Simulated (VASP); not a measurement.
# Ba (Fm-3m) in VASP: a series of runs

Runs on Ba. Level: PBE. Tasks: single point.

Everything below comes from runs of VASP 6.6.1. Logs are shortened: lines on timing, memory, paths and dates and some standing lists are left out, and cuts for length are marked.

## (1) The cell of the first run

It takes space group Fm-3m (No. 225, cubic). Conventional cell: a = 6.184 Å, b = 6.184 Å, c = 6.184 Å, α = 90.00°, β = 90.00°, γ = 90.00°. Ba (site symmetry m-3m) has 12 Ba at 4.37 Å within 5.7 Å.

## (2) Single point, PBE (volume scaled by 0.92)

INCAR

```
PREC = Accurate ; ENCUT = 520
EDIFF = 1E-7 ; ISMEAR = -1
SIGMA = 0.1 ; LREAL = False
LASPH = True ; NELM = 100
ALGO = Normal ; ISIF = 2
LWAVE = False ; LCHARG = True
GGA = PE ; LELF = True
LVHAR = True ; NBANDS = 11
```

KPOINTS

```
regular mesh
0
Gamma
  10 10 10
```

POSCAR

```
Ba
1.0
    0.0000000000      3.0920849291      3.0920849291
    3.0920849291      0.0000000000      3.0920849291
    3.0920849291      3.0920849291      0.0000000000
Ba
1
Direct
    0.0000000000      0.0000000000      0.0000000000
```

Potentials or basis: VASP PAW PBE potentials, release 64 (Ba_sv).

Run with:

```sh
cat potpaw_PBE.64/Ba_sv/POTCAR > POTCAR
mpirun -np 1 vasp_std > vasp.out
```

OUTCAR:

```text
PREC = Accurate
   ENCUT = 520
   EDIFF = 1E-7
   ISMEAR = -1
   LREAL = False
   LASPH = True
   NELM = 100
   ISIF = 2
   GGA = PE

 ion  position               nearest neighbor table
   1  0.000  0.000  0.000-

  LATTYP: Found a face centered cubic cell.
 ALAT       =     6.1841698582

  Lattice vectors:

 A1 = (   0.0000000000,   3.0920849291,   3.0920849291)
 A2 = (   3.0920849291,   0.0000000000,   3.0920849291)
 A3 = (   3.0920849291,   3.0920849291,   0.0000000000)

Analysis of symmetry for initial positions (statically):
=====================================================================
 Subroutine PRICEL returns:
 Original cell was already a primitive cell.

 Routine SETGRP: Setting up the symmetry group for a
 face centered cubic supercell.

 Subroutine GETGRP returns: Found 48 space group operations
[... 9 lines left out ...]

 Routine SETGRP: Setting up the symmetry group for a
 face centered cubic supercell.

 Subroutine GETGRP returns: Found 48 space group operations
[... 11 lines left out ...]
                                     Primitive cell

  volume of cell :      59.1268

  direct lattice vectors                    reciprocal lattice vectors
     0.000000000  3.092084929  3.092084929    -0.161703191  0.161703191  0.161703191
     3.092084929  0.000000000  3.092084929     0.161703191 -0.161703191  0.161703191
     3.092084929  3.092084929  0.000000000     0.161703191  0.161703191 -0.161703191

  length of vectors
     4.372868443  4.372868443  4.372868443     0.280078143  0.280078143  0.280078143

  position of ions in fractional coordinates (direct lattice)
     0.000000000  0.000000000  0.000000000

  ion indices of the primitive-cell ions
   primitive index   ion index
                 1           1

----------------------------------------------------------------------------------------

 KPOINTS: regular mesh

Automatic generation of k-mesh.
 Grid dimensions read from file:
 generate k-points for:   10   10   10

 Generating k-lattice:

  Cartesian coordinates                     Fractional coordinates (reciprocal lattice)
    -0.016170319  0.016170319  0.016170319     0.100000000  0.000000000  0.000000000
     0.016170319 -0.016170319  0.016170319     0.000000000  0.100000000  0.000000000
     0.016170319  0.016170319 -0.016170319     0.000000000  0.000000000  0.100000000

  Length of vectors
     0.028007814  0.028007814  0.028007814

  Shift w.r.t. Gamma in fractional coordinates (k-lattice)
     0.000000000  0.000000000  0.000000000

 Subroutine IBZKPT returns following result:
 ===========================================

 Found     47 irreducible k-points:

 Following reciprocal coordinates:
            Coordinates               Weight
  0.000000  0.000000  0.000000      1.000000
  0.100000  0.000000  0.000000      8.000000
  0.200000  0.000000  0.000000      8.000000
  0.300000  0.000000  0.000000      8.000000
  0.400000  0.000000  0.000000      8.000000
  0.500000  0.000000  0.000000      4.000000
[... 16 lines left out ...]
  0.300000  0.300000  0.000000      6.000000
  0.400000  0.300000  0.000000     24.000000
 [... further k-points ...]
   k-points           NKPTS =     47   k-points in BZ     NKDIM =     47   number of bands    NBANDS=     11
   number of dos      NEDOS =    301   number of ions     NIONS =      1
   total plane-waves  NPLWV =  46656
   dimension x,y,z NGX =    36 NGY =   36 NGZ =   36
   dimension x,y,z NGXF=    72 NGYF=   72 NGZF=   72
   ions per type =               1
   NGX,Y,Z   is equivalent  to a cutoff of  13.69, 13.69, 13.69 a.u.
   NGXF,Y,Z  is equivalent  to a cutoff of  27.37, 27.37, 27.37 a.u.
 SYSTEM =  unknown system
   PREC   = accura    normal or accurate (medium, high low for compatibility)
   ISTART =      0    job   : 0-new  1-cont  2-samecut
   ICHARG =      2    charge: 1-file 2-atom 10-const
   ISPIN  =      1    spin polarized calculation?
   LNONCOLLINEAR =      F non collinear calculations
   LSORBIT =      F    spin-orbit coupling
   LASPH  =      T    aspherical Exc in radial PAW
   ENCUT  =  520.0 eV  38.22 Ry    6.18 a.u.   8.13  8.13  8.13*2*pi/ulx,y,z
   NELM   =    100;   NELMIN=  2; NELMDL= -5     # of ELM steps
   EDIFF  = 0.1E-06   stopping-criterion for ELM
   LREAL  =      F    real-space projection
   EDIFFG = 0.1E-05   stopping-criterion for IOM
   NSW    =      0    number of steps for IOM
   IBRION =     -1    ionic relax: 0-MD 1-quasi-New 2-CG
   NFREE  =      0    steps in history (QN), initial steepest desc. (CG)
   ISIF   =      2    stress and relaxation
   ISYM   =      2    0-nonsym 1-usesym 2-fastsym
   POTIM  = 0.5000    time-step for ionic-motion
   TEBEG  =    0.0;   TEEND  =   0.0 temperature during run
   PSTRESS=    0.0 pullay stress
   NELECT =      10.0000    total number of electrons
   NUPDOWN=      -1.0000    fix difference up-down
   EMIN   =  10.00;   EMAX   =-10.00  energy-range for DOS
   EFERMI =   0.00;   METHOD = LEGACY
   ISMEAR =    -1;   SIGMA  =   0.10  broadening in eV -4-tet -1-fermi 0-gaus
   EFERMI_NEDOS =   21; number of points for ismear=-14 and -15
   IALGO  =     38    algorithm
   IMIX   =      4    mixing-type and parameters
     AMIX     =   0.40;   BMIX     =  1.00
     AMIX_MAG =   1.60;   BMIX_MAG =  1.00
  volume/ion in A,a.u.               =      59.13       399.01
  Fermi-wavevector in a.u.,A,eV,Ry     =   0.905344  1.710851 11.151974  0.819647
  Thomas-Fermi vector in A             =   2.028900
   LORBIT       =      0    0 simple, 1 ext, 2 COOP (PROOUT), +10 PAW based schemes
   GGA     = PE    functional components
   LHFCALC =     F    Hartree Fock is set to
   AEXX    =    0.0000 exact exchange contribution
   IVDW    =     0    specifies the selected vdW correction
   LEPSILON=     F    determine dielectric tensor
   LRPA    =     F    only Hartree local field effects (RPA)
 non-spin polarized calculation
  energy-cutoff  :      520.00
  volume of cell :       59.13
 maximum number of plane-waves:      1639
 NGX is ok and might be reduce to    36
   NGX = 17   NGY = 17   NGZ = 17

 number of electron      10.0000000 magnetization

 Free energy of the ion-electron system (eV)
  ---------------------------------------------------
  ext. energy  EPLUGINS =         0.00000000
  ---------------------------------------------------
  free energy    TOTEN  =        -1.90500051 eV

  energy without entropy =       -1.84839815  energy(sigma->0) =       -1.87669933

 E-fermi :   1.8996     XC(G=0):  -7.6115

 val. band max:        1.8903662499   @ k =  -0.3000   0.3000   0.0000
 cond. band min:       1.9509887379   @ k =   0.5000   0.4000   0.1000
 fundamental gap:      0.0606224880
 Fermi energy:         1.8995744421

 k-point     1 :       0.0000    0.0000    0.0000
  band No.  band energies     occupation
      1     -26.8884      2.00000
      2     -11.8043      2.00000
      3     -11.8043      2.00000
      4     -11.8043      2.00000
      5      -0.9164      2.00000
      6       3.7378      0.00000
      7       3.7378      0.00000
      8       3.7378      0.00000
      9       5.4234      0.00000
     10       5.4234      0.00000
     11       8.0430      0.00000

 k-point     2 :       0.1000    0.0000    0.0000
  band No.  band energies     occupation
      1     -26.8834      2.00000
      2     -11.8625      2.00000
      3     -11.8114      2.00000
      4     -11.8114      2.00000
      5      -0.7263      2.00000
      6       3.5128      0.00000
      7       3.8265      0.00000
      8       3.8265      0.00000
      9       5.3003      0.00000
     10       5.3003      0.00000
     11       8.4871      0.00000

 k-point     3 :       0.2000    0.0000    0.0000
  band No.  band energies     occupation
      1     -26.8701      2.00000
      2     -12.0103      2.00000
      3     -11.8300      2.00000
      4     -11.8300      2.00000
      5      -0.2188      2.00000
      6       3.0955      0.00001
      7       3.9504      0.00000
      8       3.9504      0.00000
      9       5.2168      0.00000
     10       5.2168      0.00000
     11       8.5609      0.00000

 k-point     4 :       0.3000    0.0000    0.0000
  band No.  band energies     occupation
      1     -26.8537      2.00000
      2     -12.1843      2.00000
      3     -11.8527      2.00000
      4     -11.8527      2.00000
      5       0.4013      2.00000
      6       2.8521      0.00015
      7       3.8396      0.00000
      8       3.8396      0.00000
      9       5.6193      0.00000
     10       5.6193      0.00000
     11       7.9673      0.00000

 k-point     5 :       0.4000    0.0000    0.0000
  band No.  band energies     occupation
      1     -26.8403      2.00000
      2     -12.3191      2.00000
      3     -11.8709      2.00000
      4     -11.8709      2.00000
      5       0.8108      1.99996
      6       2.9742      0.00004
      7       3.6534      0.00000
      8       3.6534      0.00000
      9       6.3168      0.00000
     10       6.3168      0.00000
     11       7.7277      0.00000

 k-point     6 :       0.5000    0.0000    0.0000
  band No.  band energies     occupation
      1     -26.8352      2.00000
      2     -12.3692      2.00000
      3     -11.8778      2.00000
      4     -11.8778      2.00000
      5       0.9160      1.99989
      6       3.1485      0.00001
      7       3.5772      0.00000
      8       3.5772      0.00000
      9       6.7167      0.00000
     10       6.7167      0.00000
     11       7.9043      0.00000

 k-point     7 :       0.1000    0.1000    0.0000
  band No.  band energies     occupation
      1     -26.8817      2.00000
      2     -11.8613      2.00000
      3     -11.8240      2.00000
      4     -11.8240      2.00000
      5      -0.6629      2.00000
      6       3.4029      0.00000
      7       3.8908      0.00000
      8       3.8908      0.00000
      9       4.9700      0.00000
     10       5.5218      0.00000
     11       8.6569      0.00000

 k-point     8 :       0.2000    0.1000    0.0000
  band No.  band energies     occupation
      1     -26.8712      2.00000
      2     -11.9710      2.00000
      3     -11.8469      2.00000
      4     -11.8382      2.00000
      5      -0.2582      2.00000
      6       3.0531      0.00002
      7       3.9888      0.00000
      8       4.0590      0.00000
      9       4.6925      0.00000
     10       5.5849      0.00000
     11       9.1979      0.00000
[... 141 lines left out ...]
 k-point    19 :       0.5000    0.2000    0.0000
  band No.  band energies     occupation
      1     -26.8292      2.00000
      2     -12.2941      2.00000
      3     -11.9928      2.00000
      4     -11.9226      2.00000
      5       1.4269      1.98245
      6       2.3850      0.01548
      7       3.1559      0.00001
      8       4.2473      0.00000
      9       6.6060      0.00000
     10       6.7949      0.00000
     11       8.0091      0.00000

 k-point    20 :      -0.4000    0.2000    0.0000
  band No.  band energies     occupation
      1     -26.8281      2.00000
      2     -12.2957      2.00000
      3     -12.0225      2.00000
      4     -11.9062      2.00000
      5       1.5443      1.94429
      6       2.4439      0.00861
      7       3.1582      0.00001
      8       4.1459      0.00000
      9       6.1961      0.00000
     10       6.9274      0.00000
     11       8.2055      0.00000

 k-point    21 :      -0.3000    0.2000    0.0000
  band No.  band energies     occupation
      1     -26.8353      2.00000
      2     -12.2388      2.00000
      3     -12.0163      2.00000
      4     -11.8784      2.00000
      5       1.3263      1.99354
      6       2.6495      0.00111
      7       2.9469      0.00006
      8       4.1922      0.00000
      9       5.3433      0.00000
     10       7.2185      0.00000
     11       8.6326      0.00000

 k-point    22 :      -0.2000    0.2000    0.0000
  band No.  band energies     occupation
      1     -26.8480      2.00000
      2     -12.1563      2.00000
      3     -11.9626      2.00000
      4     -11.8497      2.00000
      5       0.7418      1.99998
      6       2.7042      0.00064
      7       3.3178      0.00000
      8       4.3636      0.00000
      9       4.6607      0.00000
     10       6.5973      0.00000
     11       9.2519      0.00000

 k-point    23 :       0.3000    0.3000    0.0000
  band No.  band energies     occupation
      1     -26.8423      2.00000
      2     -12.1652      2.00000
      3     -11.9372      2.00000
      4     -11.9372      2.00000
      5       0.7682      1.99998
      6       2.1711      0.12417
      7       3.4577      0.00000
      8       5.1001      0.00000
      9       5.1001      0.00000
     10       6.1945      0.00000
     11      10.6033      0.00000

 k-point    24 :       0.4000    0.3000    0.0000
  band No.  band energies     occupation
      1     -26.8317      2.00000
      2     -12.2369      2.00000
      3     -11.9781      2.00000
      4     -11.9594      2.00000
      5       1.0803      1.99945
      6       2.0214      0.45640
      7       3.3454      0.00000
      8       5.2509      0.00000
      9       5.7962      0.00000
     10       6.6214      0.00000
     11       9.2424      0.00000

 [... further k-points ...]

------------------------ aborting loop because EDIFF is reached ----------------------------------------

  FORCE on cell =-STRESS in cart. coord.  units (eV):
  Direction    XX          YY          ZZ          XY          YZ          ZX
  --------------------------------------------------------------------------------------
  -------------------------------------------------------------------------------------
  Total        0.2968586      0.2968586      0.2968586      0.0000000     -0.0000000      0.0000000
  in kB        8.0440734      8.0440734      8.0440734      0.0000000     -0.0000000      0.0000000
  external PRESSURE =       8.0440734 kB  Pullay stress =       0.0000000 kB

 VOLUME and BASIS-vectors are now :
 -----------------------------------------------------------------------------
  energy-cutoff  :      520.00
  volume of cell :       59.13
      direct lattice vectors                 reciprocal lattice vectors
     0.000000000  3.092084929  3.092084929    -0.161703191  0.161703191  0.161703191
     3.092084929  0.000000000  3.092084929     0.161703191 -0.161703191  0.161703191
     3.092084929  3.092084929  0.000000000     0.161703191  0.161703191 -0.161703191

 POSITION                                       TOTAL-FORCE (eV/Angst)
 -----------------------------------------------------------------------------------
      0.00000      0.00000      0.00000        -0.000000      0.000000      0.000000
 -----------------------------------------------------------------------------------
    total drift:                               -0.000000      0.000000      0.000000

  FREE ENERGIE OF THE ION-ELECTRON SYSTEM (eV)
  ---------------------------------------------------
  free  energy   TOTEN  =        -1.9050005134 eV

  energy  without entropy=       -1.8483981548  energy(sigma->0) =       -1.87669933
```

It took 12 s on 1 thread of Intel Xeon 6975P-C (Granite Rapids), shared host; peak memory 0.21 GiB.

Results:

```
Free energy            : -1.9050 eV
Pressure               : 0.8 GPa
Band gap on the k mesh : zero (band 5 reaches 1.89 eV, above the bottom of band 6 at 1.66 eV)
```

Levels at points of the mesh, in eV from the Fermi level:
```csv
k point,band 3,band 4,band 5,band 6,band 7,band 8
"(0.00, 0.00, 0.00)",-13.70,-13.70,-2.82,1.84,1.84,1.84
"(0.50, 0.00, 0.00)",-13.78,-13.78,-0.98,1.25,1.68,1.68
"(0.50, 0.50, 0.00)",-13.90,-13.90,-0.90,-0.24,2.33,4.84
```

Caveat: spin-orbit coupling is left out, which moves the levels of the heavy elements.

## (3) Single point, PBE (volume scaled by 0.45)

INCAR

```
SYSTEM = Ba
ALGO = Normal ; EDIFF = 1E-6
ENCUT = 520 ; GGA = PE
ISIF = 2 ; ISMEAR = -1
LASPH = .TRUE. ; LCHARG = .TRUE.
LELF = .TRUE. ; LREAL = .FALSE.
LVHAR = .TRUE. ; LWAVE = .FALSE.
NBANDS = 11 ; NELM = 80
PREC = Accurate ; SIGMA = 0.1
```

KPOINTS

```
k-points
0
G
  10 10 10
  0 0 0
```

POSCAR

```
Ba
1.0
    0.0000000000      2.4362750038      2.4362750038
    2.4362750038      0.0000000000      2.4362750038
    2.4362750038      2.4362750038      0.0000000000
Ba
1
Direct
    0.0000000000      0.0000000000      0.0000000000
```

Potentials or basis: VASP PAW PBE potentials, release 64 (Ba_sv).

Run with:

```sh
cat potpaw_PBE.64/Ba_sv/POTCAR > POTCAR
mpirun -np 1 vasp_std > vasp.out
```

Run time: 7.8 s. Hardware: 1 thread of Intel Xeon 6975P-C (Granite Rapids), shared host; peak memory 0.16 GiB.

It converged, with:

- Free energy: -0.6591 eV
- Pressure: 19.9 GPa
- Band gap on the k mesh: zero (band 5 reaches 6.30 eV, above the bottom of band 6 at 3.67 eV)

Levels at points of the mesh, in eV from the Fermi level:
| k point | band 3 | band 4 | band 5 | band 6 | band 7 | band 8 |
| --- | --- | --- | --- | --- | --- | --- |
| (0.00, 0.00, 0.00) | -11.84 | -11.84 | -1.73 | 2.37 | 2.37 | 2.37 |
| (0.50, 0.00, 0.00) | -12.31 | -12.31 | -1.35 | 1.97 | 1.97 | 5.24 |
| (0.50, 0.50, 0.00) | -13.20 | -13.20 | -2.46 | -1.72 | 8.18 | 9.27 |

Caveat: spin-orbit coupling is left out, which moves the levels of the heavy elements.

[end of part 1 of 2]
